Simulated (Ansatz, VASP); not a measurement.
Sn in VASP and in Ansatz

```xyz
2
Lattice="0.0000 3.2548 3.2548 3.2548 0.0000 3.2548 3.2548 3.2548 0.0000" Properties=species:S:1:pos:R:3 pbc="T T T"
Sn    4.8821    4.8821    4.8821
Sn    3.2548    3.2548    3.2548
```

Alike in both runs: task single point; functional LDA; k mesh 7 × 7 × 7; occupations fermi-dirac, width 0.05 eV; no spin polarisation.

|  | VASP | Ansatz |
| --- | --- | --- |
| version | VASP 6.6.1 | Ansatz 0.2.0 |
| potentials or method | VASP PAW LDA potentials, release 64 (Sn_d) | Ansatz PAW |
| plane-wave cutoff (eV) | 520 | 420 |
| valence electrons in the cell | 28 | 28 |

|  | VASP | Ansatz | Ansatz less VASP |
| --- | --- | --- | --- |
| gap on the k mesh at the Fermi level (eV) | none | none | - |
| pressure (GPa) | -0.7 | -0.7 | +0.01 |

LDA's correlation is that of Perdew and Zunger in VASP and of Perdew and Wang (1992) in Ansatz. A gap of «none» marks a metal or a gap that the smearing closes.
